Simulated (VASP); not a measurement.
MgTe4:

```
Mg Te
1.0
     3.27813    1.89263    4.45847
    -3.27813    1.89263    4.45847
     0.00000   -3.78526    4.45847
Mg Te
1 4
Direct
  0.50000 0.50000 0.50000
  0.50000 0.50000 0.00000
  0.00000 0.50000 0.50000
  0.50000 0.00000 0.50000
  0.00000 0.00000 0.00000
```

The cell was built from a structure type or drawn by symmetry, and may not be a known phase.

* Program: VASP 6.6.1
* Task: relaxation of cell and atoms
* Functional: PBE
* Potentials or basis: VASP PAW PBE potentials, release 64 (Mg, Te)
* Cutoff: 600 eV
* k mesh: 6 × 6 × 6
* Occupations: gaussian, width 0.1 eV
* Spin: no spin polarisation

At the start: pressure 0.7 GPa; volume 33.19 Å³/atom.

Q: Where does the relaxation end?

A: Over 5 steps the energy falls by 2.0 meV/atom and the volume is 33.47 Å³/atom (+0.8 %); space group R-3m (No. 166, to 0.1 Å) before and after.

Step by step:
```tsv
step	energy change (eV)	largest force (eV/Å)	pressure (GPa)	volume (Å³)
1	0.0000	0.0000	0.66	165.97
2	-0.0081	0.0000	-0.37	169.27
3	-0.0092	0.0000	-0.12	168.42
4	-0.0099	0.0000	-0.07	167.96
5	-0.0102	0.0000	0.00	167.36
```

Final structure:
```
CELL_PARAMETERS angstrom
3.30576 1.90858 4.42086
-3.30576 1.90858 4.42086
0.00000 -3.81717 4.42086
ATOMIC_POSITIONS crystal
Mg 0.50000 0.50000 0.50000
Te 0.50000 0.50000 0.00000
Te 0.00000 0.50000 0.50000
Te 0.50000 0.00000 0.50000
Te 0.00000 0.00000 0.00000
```
